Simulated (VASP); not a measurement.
TaAl3N4:

```
Ta Al N
1.0
     4.71405    0.00000    0.00000
     0.00000    4.71405    0.00000
     0.00000    0.00000    4.71405
Ta Al N
1 3 4
Direct
  0.50000 0.50000 0.50000
  0.00000 0.50000 0.00000
  0.00000 0.00000 0.50000
  0.50000 0.00000 0.00000
  0.50000 0.00000 0.50000
  0.00000 0.00000 0.00000
  0.50000 0.50000 0.00000
  0.00000 0.50000 0.50000
```

- Program: VASP 6.6.1
- Task: relaxation of cell and atoms
- Functional: PBE
- Potentials or basis: VASP PAW PBE potentials, release 64 (Ta_pv, Al, N)
- Cutoff: 600 eV
- k mesh: 4 × 4 × 4
- Occupations: gaussian, width 0.1 eV
- Spin: collinear spin, ferromagnetic start
- Starting moments: [1.0, 0.0, 0.0, 0.0, 0.0, 0.0, 0.0, 0.0] μB

At the start: pressure -39.3 GPa; volume 13.09 Å³/atom.

Task: How do energy, volume and symmetry change on relaxing?

Result: Over 4 steps the energy falls by 607.5 meV/atom and the volume is 9.41 Å³/atom (-28.2 %); space group Pm-3m (No. 221, to 0.05 Å); moment 0.00 μB per cell.

Step by step:
| step | energy change (eV) | largest force (eV/Å) | pressure (GPa) | volume (Å³) |
| --- | --- | --- | --- | --- |
| 1 | 0.0000 | 0.0000 | -39.33 | 104.76 |
| 2 | -2.8475 | 0.0000 | 63.61 | 63.18 |
| 3 | -4.8556 | 0.0000 | -2.07 | 75.77 |
| 4 | -4.8597 | 0.0000 | -0.46 | 75.25 |

Final structure:
```yaml
crystal:
  lattice:
    - [4.22184, 0.00000, 0.00000]
    - [0.00000, 4.22184, 0.00000]
    - [0.00000, 0.00000, 4.22184]
  atoms:
    - { symbol: Ta, position: [0.50000, 0.50000, 0.50000] }
    - { symbol: Al, position: [0.00000, 0.50000, 0.00000] }
    - { symbol: Al, position: [0.00000, 0.00000, 0.50000] }
    - { symbol: Al, position: [0.50000, 0.00000, 0.00000] }
    - { symbol: N, position: [0.50000, 0.00000, 0.50000] }
    - { symbol: N, position: [0.00000, 0.00000, 0.00000] }
    - { symbol: N, position: [0.50000, 0.50000, 0.00000] }
    - { symbol: N, position: [0.00000, 0.50000, 0.50000] }
```

Caveat: the volume moved by over 15 % at a fixed basis, so the end points are rough.
